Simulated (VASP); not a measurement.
# Al3B2N5 (Cm) in VASP: a series of runs

Al3B2N5 is run at these levels: PBE; tasks: single point.

All numbers are computed with VASP 6.6.1; they aren't measurements. Logs are shortened: lines on timing, memory, paths and dates and some standing lists are left out, and cuts for length are marked.

## 1. The cell of the first run

It takes space group Cm (No. 8, monoclinic). Conventional cell: a = 18.132 Å, b = 2.691 Å, c = 4.776 Å, α = 90.00°, β = 102.56°, γ = 90.00°. Al (site symmetry m) has 3 N at 1.55 Å within 2.1 Å. Al (site symmetry m) has 3 N at 1.55 Å within 2.1 Å. Al (site symmetry m) has 3 N at 1.55 Å within 2.1 Å. B (site symmetry m) has 3 N at 1.55 Å within 2.1 Å. Within 2.1 Å of B (site symmetry m) lie 3 N at 1.55 Å. N (site symmetry m) has 1 B at 1.55 Å and 2 Al at 1.55 Å within 2.1 Å. Within 2.1 Å of N (site symmetry m) lie 3 Al at 1.55 Å. Within 2.1 Å of N (site symmetry m) lie 3 B at 1.55 Å.

## 2. Single point, PBE

Input file INCAR:

```
SYSTEM = Al3B2N5
PREC = Accurate
ENCUT = 520
EDIFF = 1E-6
ISMEAR = 0
SIGMA = 0.1
LREAL = .FALSE.
LASPH = .TRUE.
NELM = 100
ALGO = Normal
ISIF = 2
LWAVE = .FALSE.
LCHARG = .FALSE.
GGA = PE
NBANDS = 31
```

Input file KPOINTS:

```
Automatic mesh
0
G
  6 6 4
  0 0 0
```

Input file POSCAR:

```
Al3B2N5
1.0
    9.0658742100     -1.3454133000      0.0000000000
    9.0658742100      1.3454133000      0.0000000000
   -1.0388012300      0.0000000000      4.6616608600
Al B N
3 2 5
Direct
    0.9998684900      0.9998684900      0.0004602900
    0.5998684900      0.5998684900      0.4004602900
    0.1998684900      0.1998684900      0.8004602900
    0.7998684900      0.7998684900      0.2004602900
    0.3998684900      0.3998684900      0.6004602900
    0.7331047200      0.7331047200      0.9341334900
    0.5331047200      0.5331047200      0.1341334900
    0.3331047200      0.3331047200      0.3341334900
    0.1331047200      0.1331047200      0.5341334900
    0.9331047200      0.9331047200      0.7341334900
```

Potentials or basis: VASP PAW PBE potentials, release 64 (Al, B, N).

The run is started by

```console
cat potpaw_PBE.64/Al/POTCAR potpaw_PBE.64/B/POTCAR potpaw_PBE.64/N/POTCAR > POTCAR
mpirun -np 1 vasp_std > vasp.out
```

OUTCAR:

```text
SYSTEM = Al3B2N5
   PREC = Accurate
   ENCUT = 520
   EDIFF = 1E-6
   ISMEAR = 0
   LREAL = .FALSE.
   LASPH = .TRUE.
   NELM = 100
   ISIF = 2
   GGA = PE

 ion  position               nearest neighbor table
   1  1.000  1.000  0.000-  10 1.55   7 1.55   7 1.55   5 2.69   5 2.69   2 2.69   2 2.69
   2  0.600  0.600  0.400-   7 1.55   9 1.55   9 1.55   3 2.69   3 2.69   1 2.69   1 2.69
   3  0.200  0.200  0.800-   9 1.55   6 1.55   6 1.55   2 2.69   2 2.69   4 2.69   4 2.69
   4  0.800  0.800  0.200-   6 1.55   8 1.55   8 1.55   3 2.69   3 2.69
   5  0.400  0.400  0.600-   8 1.55  10 1.55  10 1.55   1 2.69   1 2.69
   6  0.733  0.733  0.934-   4 1.55   3 1.55   3 1.55
   7  0.533  0.533  0.134-   2 1.55   1 1.55   1 1.55
   8  0.333  0.333  0.334-   5 1.55   4 1.55   4 1.55
   9  0.133  0.133  0.534-   3 1.55   2 1.55   2 1.55
  10  0.933  0.933  0.734-   1 1.55   5 1.55   5 1.55

  LATTYP: Found a base centered monoclinic cell.
 ALAT       =    18.1317484200
 B/A-ratio  =     0.1484041438
 C/A-ratio  =     0.2634054561
 COS(beta)  =    -0.2175043785

  Lattice vectors:

 A1 = (   9.0658742100,  -1.3454133000,   0.0000000000)
 A2 = (   9.0658742100,   1.3454133000,   0.0000000000)
 A3 = (  -1.0388012300,   0.0000000000,   4.6616608600)

Analysis of symmetry for initial positions (statically):
=====================================================================
 Subroutine PRICEL returns:
 Original cell was already a primitive cell.

 Routine SETGRP: Setting up the symmetry group for a
 base centered monoclinic supercell.

 Subroutine GETGRP returns: Found  2 space group operations
 (whereof  2 operations were pure point group operations)
 out of a pool of  4 trial point group operations.

The static configuration has the point symmetry C_1h.

Analysis of symmetry for dynamics (positions and initial velocities):
=====================================================================
 Subroutine PRICEL returns:
 Original cell was already a primitive cell.

 Routine SETGRP: Setting up the symmetry group for a
 base centered monoclinic supercell.

 Subroutine GETGRP returns: Found  2 space group operations
 (whereof  2 operations were pure point group operations)
 out of a pool of  4 trial point group operations.

The dynamic configuration has the point symmetry C_1h.

 Subroutine INISYM returns: Found  2 space group operations
 (whereof  2 operations are pure point group operations),
 and found     1 'primitive' translations

----------------------------------------------------------------------------------------

                                     Primitive cell

  volume of cell :     113.7198

  direct lattice vectors                    reciprocal lattice vectors
     9.065874210 -1.345413300  0.000000000     0.055151879 -0.371633014  0.012290006
     9.065874210  1.345413300  0.000000000     0.055151879  0.371633014  0.012290006
    -1.038801230  0.000000000  4.661660860     0.000000000  0.000000000  0.214515820

  length of vectors
     9.165162963  9.165162963  4.776001462     0.375904072  0.375904072  0.214515820

  position of ions in fractional coordinates (direct lattice)
     0.999868490  0.999868490  0.000460290
     0.599868490  0.599868490  0.400460290
     0.199868490  0.199868490  0.800460290
     0.799868490  0.799868490  0.200460290
     0.399868490  0.399868490  0.600460290
     0.733104720  0.733104720  0.934133490
     0.533104720  0.533104720  0.134133490
     0.333104720  0.333104720  0.334133490
     0.133104720  0.133104720  0.534133490
     0.933104720  0.933104720  0.734133490

  ion indices of the primitive-cell ions
   primitive index   ion index
                 1           1
                 2           2
                 3           3
                 4           4
                 5           5
                 6           6
                 7           7
                 8           8
                 9           9
                10          10

----------------------------------------------------------------------------------------

 KPOINTS: Automatic mesh

Automatic generation of k-mesh.
 Grid dimensions read from file:
 generate k-points for:    6    6    4

 Generating k-lattice:

  Cartesian coordinates                     Fractional coordinates (reciprocal lattice)
     0.009191980 -0.061938836  0.002048334     0.166666667 -0.000000000 -0.000000000
     0.009191980  0.061938836  0.002048334    -0.000000000  0.166666667 -0.000000000
     0.000000000  0.000000000  0.053628955     0.000000000  0.000000000  0.250000000

  Length of vectors
     0.062650679  0.062650679  0.053628955

  Shift w.r.t. Gamma in fractional coordinates (k-lattice)
     0.000000000  0.000000000  0.000000000

 Subroutine IBZKPT returns following result:
 ===========================================

 Found     47 irreducible k-points:

 Following reciprocal coordinates:
            Coordinates               Weight
[... 32 lines left out ...]
   PSTRESS=    0.0 pullay stress
   NELECT =      40.0000    total number of electrons
   NUPDOWN=      -1.0000    fix difference up-down
   EMIN   =  10.00;   EMAX   =-10.00  energy-range for DOS
   EFERMI =   0.00;   METHOD = LEGACY
   ISMEAR =     0;   SIGMA  =   0.10  broadening in eV -4-tet -1-fermi 0-gaus
   EFERMI_NEDOS =   21; number of points for ismear=-14 and -15
   IALGO  =     38    algorithm
   IMIX   =      4    mixing-type and parameters
     AMIX     =   0.40;   BMIX     =  1.00
     AMIX_MAG =   1.60;   BMIX_MAG =  1.00
  volume/ion in A,a.u.               =      11.37        76.74
  Fermi-wavevector in a.u.,A,eV,Ry     =   1.155623  2.183811 18.170094  1.335464
  Thomas-Fermi vector in A             =   2.292250
   LORBIT       =      0    0 simple, 1 ext, 2 COOP (PROOUT), +10 PAW based schemes
   GGA     = PE    functional components
   LHFCALC =     F    Hartree Fock is set to
   AEXX    =    0.0000 exact exchange contribution
   IVDW    =     0    specifies the selected vdW correction
   LEPSILON=     F    determine dielectric tensor
   LRPA    =     F    only Hartree local field effects (RPA)
 non-spin polarized calculation
 Gauss-broadening in eV      SIGMA  =   0.10
  energy-cutoff  :      520.00
  volume of cell :      113.72
 maximum number of plane-waves:      3084
 NGX is ok and might be reduce to    70
   NGX = 35   NGY = 35   NGZ = 17

 number of electron      39.9999999 magnetization

 Free energy of the ion-electron system (eV)
  ---------------------------------------------------
  ext. energy  EPLUGINS =         0.00000000
  ---------------------------------------------------
  free energy    TOTEN  =       -65.94820558 eV

  energy without entropy =      -65.94820558  energy(sigma->0) =      -65.94820558

 E-fermi :   3.3564     XC(G=0):  -9.5265

 val. band max:        2.8461303224   @ k =  -0.1667   0.1667   0.5000
 cond. band min:       6.1537022068   @ k =   0.0000   0.0000   0.0000
 fundamental gap:      3.3075718844
 Fermi energy:         3.3564172861

 k-point     1 :       0.0000    0.0000    0.0000
  band No.  band energies     occupation
      1     -13.0407      2.00000
      2     -12.1225      2.00000
      3     -12.0669      2.00000
      4     -10.7366      2.00000
      5     -10.3507      2.00000
      6      -3.7554      2.00000
[... 23 lines left out ...]
     30      13.8648      0.00000
     31      14.4052      0.00000

 k-point     2 :       0.1667    0.0000    0.0000
  band No.  band energies     occupation
      1     -12.6935      2.00000
      2     -11.8714      2.00000
      3     -11.6607      2.00000
      4     -10.5494      2.00000
      5     -10.1412      2.00000
      6      -3.5331      2.00000
[... 23 lines left out ...]
     30      13.5484      0.00000
     31      14.3091      0.00000

 k-point     3 :       0.3333    0.0000    0.0000
  band No.  band energies     occupation
      1     -11.7602      2.00000
      2     -11.0914      2.00000
      3     -10.7896      2.00000
      4     -10.1858      2.00000
      5      -9.8091      2.00000
      6      -3.8626      2.00000
[... 703 lines left out ...]
     30      13.1116      0.00000
     31      14.1444      0.00000

 k-point    24 :      -0.1667    0.1667    0.2500
  band No.  band energies     occupation
      1     -11.7065      2.00000
      2     -11.1626      2.00000
      3     -10.5992      2.00000
      4     -10.3686      2.00000
      5      -9.7830      2.00000
      6      -3.8720      2.00000
[... 23 lines left out ...]
     30      13.1307      0.00000
     31      13.9404      0.00000

 [... further k-points ...]
[... 5 lines left out ...]
  --------------------------------------------------------------------------------------
  -------------------------------------------------------------------------------------
  Total       21.9954334     61.3767487     39.4055651      0.0000000      0.0000000     29.4702203
  in kB      309.8896211    864.7257366    555.1777671      0.0000000      0.0000000    415.2005195
  external PRESSURE =     576.5977083 kB  Pullay stress =       0.0000000 kB

 VOLUME and BASIS-vectors are now :
 -----------------------------------------------------------------------------
  energy-cutoff  :      520.00
  volume of cell :      113.72
      direct lattice vectors                 reciprocal lattice vectors
     9.065874210 -1.345413300  0.000000000     0.055151879 -0.371633014  0.012290006
     9.065874210  1.345413300  0.000000000     0.055151879  0.371633014  0.012290006
    -1.038801230  0.000000000  4.661660860     0.000000000  0.000000000  0.214515820

 POSITION                                       TOTAL-FORCE (eV/Angst)
 -----------------------------------------------------------------------------------
     18.12889      0.00000      0.00215         0.436335      0.000000      0.795696
     10.46067      0.00000      1.86681         0.020956      0.000000     -0.139442
      2.79245      0.00000      3.73147         0.398872      0.000000      0.083869
     14.29478      0.00000      0.93448        -0.299123      0.000000     -0.458785
      6.62656      0.00000      2.79914        -0.536666      0.000000     -0.579281
     12.32209      0.00000      4.35461         7.582633      0.000000     10.493002
      9.52678      0.00000      0.62528        -0.201783      0.000000     -0.476203
      5.69267      0.00000      1.55762         0.202700      0.000000      0.311494
      1.85856      0.00000      2.48995        -0.017935      0.000000      0.300451
     16.15620      0.00000      3.42228        -7.585989      0.000000    -10.330803
 -----------------------------------------------------------------------------------
    total drift:                               -0.001519     -0.000000     -0.000058

  FREE ENERGIE OF THE ION-ELECTRON SYSTEM (eV)
  ---------------------------------------------------
  free  energy   TOTEN  =       -65.9482055784 eV

  energy  without entropy=      -65.9482055784  energy(sigma->0) =      -65.94820558
```

Run time: 4.6 min. Hardware: 1 thread of Intel Xeon Platinum 8488C (Sapphire Rapids), shared host; peak memory 0.49 GiB.

What came out:

```
Free energy            : -65.9482 eV
Pressure               : 57.7 GPa
Largest force          : 12.946 eV/Å
Band gap on the k mesh : 3.31 eV (least direct gap 3.54 eV)
```

Forces on the atoms (eV/Å):
```
Al    0.436   0.000   0.796
Al    0.021   0.000  -0.139
Al    0.399   0.000   0.084
B    -0.299   0.000  -0.459
B    -0.537   0.000  -0.579
N     7.583   0.000  10.493
N    -0.202   0.000  -0.476
N     0.203   0.000   0.311
N    -0.018   0.000   0.300
N    -7.586   0.000 -10.331
```

Caveat: the stress differs along the axes, from 31 to 86 GPa; forces of over 1 eV/Å act on the atoms, so gaps and moduli don't describe the material at rest.

## 3. Single point, PBE

This run uses another cell than the first one, of 12.41 Å³/atom.

Input file INCAR:

```
PREC = Accurate
ENCUT = 520
EDIFF = 1E-7
ISMEAR = 0
SIGMA = 0.1
LREAL = False
LASPH = True
NELM = 80
ALGO = Normal
ISIF = 2
LWAVE = False
LCHARG = False
GGA = PE
NBANDS = 31
```

Input file KPOINTS:

```
regular mesh
0
Gamma
  6 6 4
```

Input file POSCAR:

```
Al3B2N5
1.0
    9.0747361680     -1.3785608893      0.2078554946
    9.0747361680      1.3785608893      0.2078554946
   -0.9329376377      0.0000000000      4.9404785217
Al B N
3 2 5
Direct
    1.0293055867      1.0293055867     -0.2059828229
    0.6231250499      0.6231250499      0.3629279035
    0.1637885306      0.1637885306      0.9500441688
    0.7884510072      0.7884510072      0.3037427636
    0.4002525413      0.4002525413      0.5272596520
    0.7122366144      0.7122366144      1.1583340419
    0.5704969809      0.5704969809      0.0131855813
    0.3240532001      0.3240532001      0.3764493787
    0.1180360227      0.1180360227      0.5900948755
    0.9351205162      0.9351205162      0.5969133576
```

Potentials or basis: VASP PAW PBE potentials, release 64 (Al, B, N).

The run is started by

```console
cat potpaw_PBE.64/Al/POTCAR potpaw_PBE.64/B/POTCAR potpaw_PBE.64/N/POTCAR > POTCAR
mpirun -np 1 vasp_std > vasp.out
```

Wall time 6.3 min (1 thread of Intel Xeon Platinum 8488C (Sapphire Rapids), shared host); peak memory 0.53 GiB.

Results (log left out):

* Free energy: -75.6011 eV
* Pressure: 0.0 GPa
* Largest force: 0.031 eV/Å
* Band gap on the k mesh: 2.76 eV (least direct gap 2.76 eV)

Forces in eV/Å, atoms in the order of the input:
```
Al   0.016  0.000  0.004
Al  -0.005  0.000 -0.006
Al  -0.004  0.000 -0.007
B    0.000  0.000 -0.009
B    0.026  0.000  0.017
N   -0.020  0.000 -0.004
N    0.004  0.000  0.008
N   -0.014  0.000 -0.009
N   -0.011  0.000 -0.003
N    0.010  0.000  0.009
```

Stress tensor (GPa, compression positive):
```
-0.08  0.00  0.06
 0.00  0.10  0.00
 0.06  0.00 -0.11
```

Levels at points of the mesh, in eV from the valence-band top:
```
           k point  band 16  band 17  band 18  band 19  band 20  band 21  band 22  band 23  band 24  band 25
(0.00, 0.00, 0.00)    -1.42    -1.09    -0.78    -0.30    -0.01     2.76     4.81     5.00     5.45     5.66
(0.50, 0.00, 0.00)    -2.42    -1.87    -1.48    -1.13    -0.48     3.46     4.08     4.30     4.95     6.37
(0.50, 0.50, 0.00)    -1.61    -1.10    -0.87    -0.29     0.00     3.03     4.14     4.60     6.06     6.11
(0.00, 0.00, 0.50)    -1.50    -1.05    -0.90    -0.50    -0.04     4.12     4.99     5.33     6.09     6.27
(0.50, 0.00, 0.50)    -2.50    -2.18    -1.58    -0.79    -0.58     3.67     3.78     4.29     5.21     6.07
(0.50, 0.50, 0.50)    -1.44    -0.96    -0.88    -0.50    -0.05     4.09     5.03     5.57     5.82     6.07
```

A k mesh can miss the band edges.

## 4. Single point, PBE

This run uses another cell than the first one, of 12.41 Å³/atom.

Input file INCAR:

```
  PREC = Accurate
  ENCUT = 520
  EDIFF = 1E-6
  ISMEAR = 0
  SIGMA = 0.02
  LREAL = False
  LASPH = True
  NELM = 60
  ALGO = Normal
  ISIF = 2
  LWAVE = False
  LCHARG = False
  GGA = PE
  NBANDS = 31
```

Input file KPOINTS:

```
regular mesh
0
Gamma
  8 8 6
```

Input file POSCAR:

```
Al3B2N5
1.0
    9.0717225549     -1.3788186137      0.0048792778
    9.0717225549      1.3788186137      0.0048792778
   -0.8164082813      0.0000000000      4.9618244958
Al B N
3 2 5
Direct
    0.9707251014      0.9707251014      0.2054669737
    0.3769149232      0.3769149232      0.6369729419
    0.8361719329      0.8361719329      0.0502099303
    0.2114950986      0.2114950986      0.6968533856
    0.5997403822      0.5997403822      0.4725261693
    0.2877254306      0.2877254306      0.8419820104
    0.4294909773      0.4294909773      0.9865305566
    0.6758824510      0.6758824510      0.6241156157
    0.8820556920      0.8820556920      0.4099194710
    0.0649319609      0.0649319609      0.4024540455
```

The run is started by

```console
cat potpaw_PBE.64/Al/POTCAR potpaw_PBE.64/B/POTCAR potpaw_PBE.64/N/POTCAR > POTCAR
mpirun -np 1 vasp_std > vasp.out
```

Wall time 13 min (1 thread of Intel Xeon Platinum 8488C (Sapphire Rapids), shared host); peak memory 0.69 GiB.

The run converged. Its results:

```
Free energy            : -75.6036 eV
Pressure               : -0.1 GPa
Largest force          : 0.024 eV/Å
Band gap on the k mesh : 2.75 eV (least direct gap 2.76 eV)
```

Forces on the atoms (eV/Å):
```
Al  -0.007  0.000 -0.001
Al   0.001  0.000  0.022
Al   0.011  0.000 -0.005
B   -0.008  0.000  0.001
B   -0.006  0.000 -0.008
N    0.020  0.000  0.013
N    0.002  0.000 -0.006
N    0.005  0.000 -0.001
N   -0.001  0.000 -0.008
N   -0.017  0.000 -0.007
```

Stress tensor (GPa, compression positive):
```
-0.12  0.00  0.03
 0.00 -0.02  0.00
 0.03  0.00 -0.17
```

Levels at points of the mesh, in eV from the valence-band top:
| k point | band 16 | band 17 | band 18 | band 19 | band 20 | band 21 | band 22 | band 23 | band 24 | band 25 |
| --- | --- | --- | --- | --- | --- | --- | --- | --- | --- | --- |
| (0.00, 0.00, 0.00) | -1.41 | -1.09 | -0.78 | -0.30 | -0.01 | 2.75 | 4.81 | 4.99 | 5.46 | 5.66 |
| (0.50, 0.00, 0.00) | -2.41 | -1.87 | -1.47 | -1.13 | -0.47 | 3.46 | 4.08 | 4.30 | 4.95 | 6.37 |
| (0.50, 0.50, 0.00) | -1.60 | -1.10 | -0.87 | -0.29 | 0.00 | 3.03 | 4.14 | 4.61 | 6.06 | 6.11 |
| (0.00, 0.00, 0.50) | -1.50 | -1.05 | -0.90 | -0.50 | -0.04 | 4.12 | 5.00 | 5.33 | 6.09 | 6.27 |
| (0.50, 0.00, 0.50) | -2.50 | -2.18 | -1.58 | -0.78 | -0.57 | 3.67 | 3.78 | 4.29 | 5.21 | 6.07 |
| (0.50, 0.50, 0.50) | -1.43 | -0.95 | -0.88 | -0.50 | -0.05 | 4.09 | 5.03 | 5.57 | 5.82 | 6.07 |

A k mesh can miss the band edges.

## 5. The runs side by side

```tsv
cell	k mesh	smearing	gap on the mesh (eV)	pressure (GPa)	largest force (eV/Å)
a = 9.165, b = 9.165, c = 4.776 Å, angles 102.4, 102.4, 16.9°, 10 atoms, atomic positions A	6 × 6 × 4	gaussian 0.1 eV	3.31	57.7	12.95
a = 9.181, b = 9.181, c = 5.028 Å, angles 99.3, 99.3, 17.3°, 10 atoms, atomic positions B	6 × 6 × 4	gaussian 0.1 eV	2.76	0.0	0.03
a = 9.176, b = 9.176, c = 5.029 Å, angles 99.2, 99.2, 17.3°, 10 atoms, atomic positions C	8 × 8 × 6	gaussian 0.02 eV	2.75	-0.1	0.02
```

Alike in all rows: task single point; level PBE; potentials or basis VASP PAW PBE potentials, release 64 (Al, B, N); no spin polarisation; cutoff (eV) 520.

Caveats: the stress differs along the axes, from 31 to 86 GPa (at least some runs); forces of over 1 eV/Å act on the atoms, so gaps and moduli don't describe the material at rest (at least some runs).

Total energies depend on the potentials used, so only differences within one code and one set of settings carry meaning.
